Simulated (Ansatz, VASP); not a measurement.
## Two plane-wave programs on GdRe

File INCAR:

```
SYSTEM = GdRe
PREC     = Accurate       ! precision mode
ENCUT    = 520            ! plane-wave cutoff, eV
EDIFF    = 1E-6           ! SCF threshold, eV
ISMEAR   = 0              ! smearing method
SIGMA    = 0.05           ! smearing width, eV
LREAL    = .FALSE.        ! projectors in reciprocal space
LASPH    = .TRUE.         ! aspherical terms in the spheres
NELM     = 150            ! most SCF steps
ALGO     = Normal         ! electronic algorithm
ISIF     = 2              ! what is computed and relaxed
LWAVE    = .FALSE.        ! write WAVECAR
LCHARG   = .FALSE.        ! write CHGCAR
ISPIN    = 2              ! spin polarisation
MAGMOM   = 7 0            ! initial moments
LORBIT   = 11             ! projections on sites
LMAXMIX  = 6              ! l up to which the mixer works
GGA      = PE             ! functional
NBANDS   = 24             ! bands
```

KPOINTS

```
Automatic mesh
0
G
  10 10 10
  0 0 0
```

Contents of POSCAR:

```
GdRe
1.0
    3.4599047400      0.0000000000      0.0000000000
    0.0000000000      3.4599047400      0.0000000000
    0.0000000000      0.0000000000      3.4599047400
Gd Re
1 1
Direct
    0.0000000000      0.0000000000      0.0000000000
    0.5000000000      0.5000000000      0.5000000000
```

Input for Ansatz:

```yaml
crystal:
  lattice:
    - [3.45990474, 0.0, 0.0]
    - [0.0, 3.45990474, 0.0]
    - [0.0, 0.0, 3.45990474]
  atoms:
    - { symbol: Gd, position: [0.0, 0.0, 0.0], spin: 7.0 }
    - { symbol: Re, position: [0.5, 0.5, 0.5] }
basis:
  ecutwfc: 420
  ecutrho_ratio: 4
kpoints:
  mp_grid: { grid: [10, 10, 10] }
hamiltonian:
  xc: pbe
scf:
  occupations: { method: gaussian, width: 0.05 }
  eigensolver: { kind: davidson }
output:
  forces: true
  stress: true
magnetization:
  spin_polarized: true
```

Alike in both runs: task single point; functional PBE; k mesh 10 × 10 × 10; occupations gaussian, width 0.05 eV; collinear spin.

|  | VASP | Ansatz |
| --- | --- | --- |
| version | VASP 6.6.1 | Ansatz 0.2.0 |
| potentials or method | VASP PAW PBE potentials, release 64 (Gd, Re), cutoff 520 eV | scalar-relativistic, plane waves, PAW |
| valence electrons in the cell | 25 | 33 |

VASP gave:

```
pressure (GPa)                                                : 0.3
net moment per atom (μB)                                      : 3.17
size of the moment on the site where the two differ most (μB) : 6.77
```

Q: Estimate Ansatz's values.

A: Pressure (GPa): 0.0; net moment per atom (μB): 3.16; size of the moment on the site where the two differ most (μB): 6.92.

Site moments also hang on the region over which each program counts them. VASP's potentials hold 25 valence electrons a cell and Ansatz's 33, so a difference there can come from the potentials and not from the codes. Ansatz's warnings: stability check not made.

Spin-orbit coupling is off throughout.
